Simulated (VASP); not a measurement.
# Ni (Im-3m) in VASP: a series of runs

Ni is run at these levels: PBEsol; tasks: single point.

Everything below comes from runs of VASP 6.6.1. Logs are shortened: lines on timing, memory, paths and dates and some standing lists are left out, and cuts for length are marked.

### 1 The cell of the first run

It takes space group Im-3m (No. 229, cubic). The conventional cell has a = 2.634 Å, b = 2.634 Å, c = 2.634 Å, α = 90.00°, β = 90.00°, γ = 90.00°. Within 3.0 Å of Ni (site symmetry m-3m) lie 14 Ni at 2.28 to 2.63 Å.

### 2 Single point, PBEsol, collinear spin, ferromagnetic start (volume scaled by 0.88)

Contents of INCAR:

```
SYSTEM = Ni
ALGO     = Normal         ! electronic algorithm
EDIFF    = 1E-7           ! SCF threshold, eV
ENCUT    = 520            ! plane-wave cutoff, eV
GGA      = PS             ! functional
ISIF     = 2              ! what is computed and relaxed
ISMEAR   = -1             ! smearing method
ISPIN    = 2              ! spin polarisation
LASPH    = .True.         ! aspherical terms in the spheres
LCHARG   = .True.         ! write CHGCAR
LELF     = .True.         ! ELF
LMAXMIX  = 4              ! l up to which the mixer works
LORBIT   = 11             ! projections on sites
LREAL    = .False.        ! projectors in reciprocal space
LVHAR    = .True.       
LWAVE    = .False.        ! write WAVECAR
MAGMOM   = -0.545 -0.545  ! initial moments
NBANDS   = 21             ! bands
NELM     = 150            ! most SCF steps
PREC     = Accurate       ! precision mode
SIGMA    = 0.05           ! smearing width, eV
```

Contents of KPOINTS:

```
k-points
0
Gamma
  13 13 13
  0 0 0
```

Contents of POSCAR:

```
Ni
1.0
    2.6338933976      0.0000000000      0.0000000000
    0.0000000000      2.6338933976      0.0000000000
    0.0000000000      0.0000000000      2.6338933976
Ni
2
Direct
    0.0000000000      0.0000000000      0.0000000000
    0.5000000000      0.5000000000      0.5000000000
```

Potentials or basis: VASP PAW PBE potentials, release 64 (Ni).

Started as:

```sh
$ cat potpaw_PBE.64/Ni/POTCAR > POTCAR
$ mpirun -np 1 vasp_std > vasp.out
```

OUTCAR:

```text
SYSTEM = Ni
   EDIFF = 1E-7
   ENCUT = 520
   GGA = PS
   ISIF = 2
   ISMEAR = -1
   ISPIN = 2
   LASPH = .True.
   LORBIT = 11
   LREAL = .False.
   NELM = 150
   PREC = Accurate

 ion  position               nearest neighbor table
   1  0.000  0.000  0.000-   2 2.28   2 2.28   2 2.28   2 2.28   2 2.28   2 2.28   2 2.28   2 2.28

   2  0.500  0.500  0.500-   1 2.28   1 2.28   1 2.28   1 2.28   1 2.28   1 2.28   1 2.28   1 2.28

  LATTYP: Found a simple cubic cell.
 ALAT       =     2.6338933976

  Lattice vectors:

 A1 = (   2.6338933976,   0.0000000000,   0.0000000000)
 A2 = (   0.0000000000,   2.6338933976,   0.0000000000)
 A3 = (   0.0000000000,   0.0000000000,   2.6338933976)

Analysis of symmetry for initial positions (statically):
=====================================================================
 Subroutine PRICEL returns following result:

  LATTYP: Found a body centered cubic cell.
 ALAT       =     2.6338933976

  Lattice vectors:

 A1 = (   1.3169466988,   1.3169466988,  -1.3169466988)
 A2 = (  -1.3169466988,   1.3169466988,   1.3169466988)
 A3 = (   1.3169466988,  -1.3169466988,   1.3169466988)

   2 primitive cells build up your supercell.

 Routine SETGRP: Setting up the symmetry group for a
 simple cubic supercell.

 Subroutine GETGRP returns: Found 48 space group operations
 (whereof 48 operations were pure point group operations)
 out of a pool of 48 trial point group operations.

The static configuration has the point symmetry O_h .

Analysis of symmetry for dynamics (positions and initial velocities):
=====================================================================
 Subroutine PRICEL returns following result:

  LATTYP: Found a body centered cubic cell.
 ALAT       =     2.6338933976

  Lattice vectors:

 A1 = (   1.3169466988,   1.3169466988,  -1.3169466988)
 A2 = (  -1.3169466988,   1.3169466988,   1.3169466988)
 A3 = (   1.3169466988,  -1.3169466988,   1.3169466988)

   2 primitive cells build up your supercell.

 Routine SETGRP: Setting up the symmetry group for a
 simple cubic supercell.

 Subroutine GETGRP returns: Found 48 space group operations
 (whereof 48 operations were pure point group operations)
 out of a pool of 48 trial point group operations.

The dynamic configuration has the point symmetry O_h .

Analysis of structural, dynamic, and magnetic symmetry:
=====================================================================
 Subroutine PRICEL returns following result:

  LATTYP: Found a body centered cubic cell.
 ALAT       =     2.6338933976

  Lattice vectors:

 A1 = (   1.3169466988,   1.3169466988,  -1.3169466988)
 A2 = (  -1.3169466988,   1.3169466988,   1.3169466988)
 A3 = (   1.3169466988,  -1.3169466988,   1.3169466988)

   2 primitive cells build up your supercell.

 Routine SETGRP: Setting up the symmetry group for a
 simple cubic supercell.

 Subroutine GETGRP returns: Found 48 space group operations
 (whereof 48 operations were pure point group operations)
 out of a pool of 48 trial point group operations.

The overall configuration has the point symmetry O_h .

 Subroutine INISYM returns: Found 48 space group operations
 (whereof 48 operations are pure point group operations),
 and found     2 'primitive' translations

----------------------------------------------------------------------------------------

                                     Primitive cell

  volume of cell :       9.1362

  direct lattice vectors                    reciprocal lattice vectors
     1.316946699  1.316946699 -1.316946699     0.379666087  0.379666087  0.000000000
    -1.316946699  1.316946699  1.316946699    -0.000000000  0.379666087  0.379666087
     1.316946699 -1.316946699  1.316946699     0.379666087  0.000000000  0.379666087

  length of vectors
     2.281018593  2.281018593  2.281018593     0.536928929  0.536928929  0.536928929

  position of ions in fractional coordinates (direct lattice)
     0.000000000  0.000000000  0.000000000

  ion indices of the primitive-cell ions
   primitive index   ion index
                 1           1

----------------------------------------------------------------------------------------

 KPOINTS: k-points

Automatic generation of k-mesh.
 Grid dimensions read from file:
 generate k-points for:   13   13   13

 Generating k-lattice:

  Cartesian coordinates                     Fractional coordinates (reciprocal lattice)
     0.029205084  0.000000000  0.000000000     0.076923077  0.000000000  0.000000000
     0.000000000  0.029205084  0.000000000     0.000000000  0.076923077  0.000000000
     0.000000000  0.000000000  0.029205084     0.000000000  0.000000000  0.076923077

  Length of vectors
     0.029205084  0.029205084  0.029205084

  Shift w.r.t. Gamma in fractional coordinates (k-lattice)
     0.000000000  0.000000000  0.000000000

 Subroutine IBZKPT returns following result:
 ===========================================

 Found     84 irreducible k-points:

 Following reciprocal coordinates:
            Coordinates               Weight
  0.000000  0.000000  0.000000      1.000000
  0.076923  0.000000  0.000000      6.000000
  0.153846  0.000000  0.000000      6.000000
  0.230769  0.000000  0.000000      6.000000
  0.307692  0.000000  0.000000      6.000000
  0.384615  0.000000  0.000000      6.000000
[... 16 lines left out ...]
  0.307692  0.307692  0.000000     12.000000
  0.384615  0.307692  0.000000     24.000000
 [... further k-points ...]
   k-points           NKPTS =     84   k-points in BZ     NKDIM =     84   number of bands    NBANDS=     21
   number of dos      NEDOS =    301   number of ions     NIONS =      2
   total plane-waves  NPLWV =   8000
   dimension x,y,z NGX =    20 NGY =   20 NGZ =   20
   dimension x,y,z NGXF=    40 NGYF=   40 NGZF=   40
   ions per type =               2
   NGX,Y,Z   is equivalent  to a cutoff of  12.62, 12.62, 12.62 a.u.
   NGXF,Y,Z  is equivalent  to a cutoff of  25.25, 25.25, 25.25 a.u.
 SYSTEM =  Ni
   PREC   = accura    normal or accurate (medium, high low for compatibility)
   ISTART =      0    job   : 0-new  1-cont  2-samecut
   ICHARG =      2    charge: 1-file 2-atom 10-const
   ISPIN  =      2    spin polarized calculation?
   LNONCOLLINEAR =      F non collinear calculations
   LSORBIT =      F    spin-orbit coupling
   LASPH  =      T    aspherical Exc in radial PAW
   ENCUT  =  520.0 eV  38.22 Ry    6.18 a.u.   4.90  4.90  4.90*2*pi/ulx,y,z
   NELM   =    150;   NELMIN=  2; NELMDL= -5     # of ELM steps
   EDIFF  = 0.1E-06   stopping-criterion for ELM
   LREAL  =      F    real-space projection
   EDIFFG = 0.1E-05   stopping-criterion for IOM
   NSW    =      0    number of steps for IOM
   IBRION =     -1    ionic relax: 0-MD 1-quasi-New 2-CG
   NFREE  =      0    steps in history (QN), initial steepest desc. (CG)
   ISIF   =      2    stress and relaxation
   ISYM   =      2    0-nonsym 1-usesym 2-fastsym
   POTIM  = 0.5000    time-step for ionic-motion
   TEBEG  =    0.0;   TEEND  =   0.0 temperature during run
   PSTRESS=    0.0 pullay stress
   NELECT =      20.0000    total number of electrons
   NUPDOWN=      -1.0000    fix difference up-down
   EMIN   =  10.00;   EMAX   =-10.00  energy-range for DOS
   EFERMI =   0.00;   METHOD = LEGACY
   ISMEAR =    -1;   SIGMA  =   0.05  broadening in eV -4-tet -1-fermi 0-gaus
   EFERMI_NEDOS =   21; number of points for ismear=-14 and -15
   IALGO  =     38    algorithm
   IMIX   =      4    mixing-type and parameters
     AMIX     =   0.40;   BMIX     =  1.00
     AMIX_MAG =   1.60;   BMIX_MAG =  1.00
  volume/ion in A,a.u.               =       9.14        61.65
  Fermi-wavevector in a.u.,A,eV,Ry     =   1.687148  3.188248 38.728575  2.846470
  Thomas-Fermi vector in A             =   2.769686
   LORBIT       =     11    0 simple, 1 ext, 2 COOP (PROOUT), +10 PAW based schemes
   GGA     = PS    functional components
   LHFCALC =     F    Hartree Fock is set to
   AEXX    =    0.0000 exact exchange contribution
   IVDW    =     0    specifies the selected vdW correction
   LEPSILON=     F    determine dielectric tensor
   LRPA    =     F    only Hartree local field effects (RPA)
 spin polarized calculation
  energy-cutoff  :      520.00
  volume of cell :       18.27
 maximum number of plane-waves:       505
 NGX is ok and might be reduce to    20
   NGX =  9   NGY =  9   NGZ =  9

 number of electron      19.9999970 magnetization       0.0007043

 number of electron      19.9999970 magnetization      -0.0006270

 Free energy of the ion-electron system (eV)
  ---------------------------------------------------
  ext. energy  EPLUGINS =         0.00000000
  ---------------------------------------------------
  free energy    TOTEN  =       -11.79478238 eV

  energy without entropy =      -11.77119416  energy(sigma->0) =      -11.78298827

 E-fermi :  11.7056     XC(G=0): -14.5026

 val. band max:       11.7038775806   @ k =   0.0769   0.0769   0.0000
 cond. band min:      11.7079928059   @ k =   0.4615   0.2308   0.0000
 fundamental gap:      0.0041152253
 Fermi energy:        11.7056242922

 spin component 1

 k-point     1 :       0.0000    0.0000    0.0000
  band No.  band energies     occupation
      1       1.5545      1.00000
      2       6.5761      1.00000
      3       6.5761      1.00000
      4       9.2637      1.00000
      5       9.2637      1.00000
      6       9.2637      1.00000
[... 550 lines left out ...]
      5       8.8837      1.00000
      6       9.4600      1.00000
[... 13 lines left out ...]
     20      42.4824      0.00000
     21      42.8944      0.00000

 [... further k-points ...]

 spin component 2

 k-point     1 :       0.0000    0.0000    0.0000
  band No.  band energies     occupation
      1       1.5545      1.00000
      2       6.5759      1.00000
      3       6.5759      1.00000
      4       9.2633      1.00000
      5       9.2633      1.00000
      6       9.2633      1.00000
[... 550 lines left out ...]
      5       8.8836      1.00000
      6       9.4598      1.00000
[... 13 lines left out ...]
     20      42.4824      0.00000
     21      42.8943      0.00000

 [... further k-points ...]

------------------------ aborting loop because EDIFF is reached ----------------------------------------

  FORCE on cell =-STRESS in cart. coord.  units (eV):
  Direction    XX          YY          ZZ          XY          YZ          ZX
  --------------------------------------------------------------------------------------
  -------------------------------------------------------------------------------------
  Total        4.5134696      4.5134696      4.5134696     -0.0000000      0.0000000     -0.0000000
  in kB      395.7550984    395.7550984    395.7550984     -0.0000000      0.0000000     -0.0000000
  external PRESSURE =     395.7550984 kB  Pullay stress =       0.0000000 kB

 VOLUME and BASIS-vectors are now :
 -----------------------------------------------------------------------------
  energy-cutoff  :      520.00
  volume of cell :       18.27
      direct lattice vectors                 reciprocal lattice vectors
     2.633893398  0.000000000  0.000000000     0.379666087  0.000000000  0.000000000
     0.000000000  2.633893398  0.000000000     0.000000000  0.379666087  0.000000000
     0.000000000  0.000000000  2.633893398     0.000000000  0.000000000  0.379666087

 POSITION                                       TOTAL-FORCE (eV/Angst)
 -----------------------------------------------------------------------------------
      0.00000      0.00000      0.00000        -0.000000     -0.000000      0.000000
      1.31695      1.31695      1.31695         0.000000      0.000000      0.000000
 -----------------------------------------------------------------------------------
    total drift:                               -0.000000      0.000000     -0.000000

  FREE ENERGIE OF THE ION-ELECTRON SYSTEM (eV)
  ---------------------------------------------------
  free  energy   TOTEN  =       -11.7947823846 eV

  energy  without entropy=      -11.7711941635  energy(sigma->0) =      -11.78298827

 total charge

# of ion       s       p       d       tot
------------------------------------------
    1        0.576   0.671   8.443   9.689
    2        0.576   0.671   8.443   9.689
--------------------------------------------------
tot          1.151   1.342  16.885  19.379

 magnetization (x)

# of ion       s       p       d       tot
------------------------------------------
    1        0.000   0.000  -0.000  -0.000
    2        0.000   0.000  -0.000  -0.000
--------------------------------------------------
tot          0.000   0.000  -0.001  -0.001
```

Run time: 72 s. Hardware: 1 thread of Intel Xeon Platinum 8259CL at 2.50GHz (Skylake/Cascade Lake), shared host; peak memory 0.16 GiB.

Results:

```
Free energy                                           : -11.7948 eV
Pressure                                              : 39.6 GPa
Band gap on the k mesh                                : zero (filled and empty bands overlap)
Net moment                                            : 0.00 μB per cell
Valence electrons inside the program's atomic spheres : Ni 9.69
```

Levels at points of the mesh, in eV from the Fermi level:
Spin up:
| k point | band 6 | band 7 | band 8 | band 9 | band 10 | band 11 | band 12 | band 13 | band 14 | band 15 |
| --- | --- | --- | --- | --- | --- | --- | --- | --- | --- | --- |
| (0.00, 0.00, 0.00) | -2.44 | -0.71 | -0.71 | 0.23 | 0.23 | 0.23 | 10.95 | 10.95 | 10.95 | 17.61 |
Spin down:
```tsv
k point	band 6	band 7	band 8	band 9	band 10	band 11	band 12	band 13	band 14	band 15
(0.00, 0.00, 0.00)	-2.44	-0.71	-0.71	0.23	0.23	0.23	10.95	10.95	10.95	17.61
```

Caveat: the PAW data sets were made with another functional, which shifts forces and pressure a little.

### 3 Single point, PBEsol, collinear spin, ferromagnetic start (volume scaled by 0.92)

Contents of INCAR:

```
SYSTEM = Ni
  PREC = Accurate
  ENCUT = 520
  EDIFF = 1E-6
  ISMEAR = -1
  SIGMA = 0.05
  LREAL = .False.
  LASPH = .True.
  NELM = 150
  ALGO = Normal
  ISIF = 2
  LWAVE = .False.
  LCHARG = .False.
  ISPIN = 2
  MAGMOM = -0.545 -0.545
  LORBIT = 11
  LMAXMIX = 4
  GGA = PS
  NBANDS = 21
```

Contents of KPOINTS:

```
Automatic mesh
0
Gamma
  13 13 13
  0 0 0
```

Contents of POSCAR:

```
Ni
1.0
    2.6732110359      0.0000000000      0.0000000000
    0.0000000000      2.6732110359      0.0000000000
    0.0000000000      0.0000000000      2.6732110359
Ni
2
Direct
    0.0000000000      0.0000000000      0.0000000000
    0.5000000000      0.5000000000      0.5000000000
```

Potentials or basis: VASP PAW PBE potentials, release 64 (Ni).

Started as:

```sh
$ cat potpaw_PBE.64/Ni/POTCAR > POTCAR
$ mpirun -np 1 vasp_std > vasp.out
```

Wall time 99 s (1 thread of Intel Xeon Platinum 8259CL at 2.50GHz (Skylake/Cascade Lake), shared host); peak memory 0.16 GiB.

Results (log left out):

| Quantity | Value |
| --- | --- |
| Free energy | -11.9558 eV |
| Pressure | 23.2 GPa |
| Band gap on the k mesh | zero (filled and empty bands overlap) |
| Net moment | 0.00 μB per cell |
| Valence electrons inside the program's atomic spheres | Ni 9.58 |

Levels at points of the mesh, in eV from the Fermi level:
Spin up:
| k point | band 8 | band 9 | band 10 | band 11 | band 12 | band 13 |
| --- | --- | --- | --- | --- | --- | --- |
| (0.00, 0.00, 0.00) | -0.66 | 0.22 | 0.22 | 0.22 | 10.65 | 10.65 |
Spin down:
| k point | band 6 | band 7 | band 8 | band 9 | band 10 | band 11 | band 12 | band 13 | band 14 | band 15 |
| --- | --- | --- | --- | --- | --- | --- | --- | --- | --- | --- |
| (0.00, 0.00, 0.00) | -2.29 | -0.66 | -0.66 | 0.22 | 0.22 | 0.22 | 10.65 | 10.65 | 10.65 | 17.13 |

Caveat: the PAW data sets were made with another functional, which shifts forces and pressure a little.
